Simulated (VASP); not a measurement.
# HfN: single point with LDA

Crystal: HfN.

```xyz
2
Lattice="0.0000 2.2340 2.2340 2.2340 0.0000 2.2340 2.2340 2.2340 0.0000" Properties=species:S:1:pos:R:3 pbc="T T T"
Hf    0.0035    0.0000    0.0000
N     2.1890    2.2340    2.2340
```

- Program: VASP 6.6.1
- Task: single point
- Functional: LDA
- Potentials or basis: VASP PAW LDA potentials, release 64 (Hf_pv, N)
- Cutoff: 520 eV
- k mesh: 18 × 18 × 18
- Occupations: gaussian, width 0.15 eV
- Spin: no spin polarisation

```json
{
 "Pressure": "-0.8 GPa",
 "Largest force": "0.623 eV/Å"
}
```

Forces on the atoms (eV/Å):
```
Hf  -0.623  0.000  0.000
N    0.623  0.000  0.000
```

Stress tensor (GPa, compression positive):
```
-0.17  0.00  0.00
 0.00 -1.16  0.00
 0.00  0.00 -1.16
```

Levels at points of the mesh, in eV from the Fermi level:
| k point | band 5 | band 6 | band 7 | band 8 | band 9 | band 10 | band 11 | band 12 |
| --- | --- | --- | --- | --- | --- | --- | --- | --- |
| (0.00, 0.00, 0.00) | -3.02 | -3.02 | -3.01 | -0.40 | -0.35 | -0.35 | 2.01 | 2.06 |
| (0.50, 0.00, 0.00) | -9.02 | -6.31 | -6.31 | 3.43 | 3.83 | 3.86 | 4.76 | 9.18 |
| (0.50, 0.50, 0.00) | -5.27 | -4.20 | -3.61 | -3.36 | 4.25 | 5.77 | 5.77 | 6.07 |
| (0.00, 0.50, 0.50) | -5.26 | -3.96 | -3.61 | -3.61 | 4.24 | 5.77 | 5.77 | 6.07 |

It took 40 s on 1 thread of Intel(R) Xeon(R) 6975P-C (Granite Rapids), on a shared host, peak memory 0.26 GiB.

Caveat: spin-orbit coupling is left out, which moves the levels of the heavy elements.
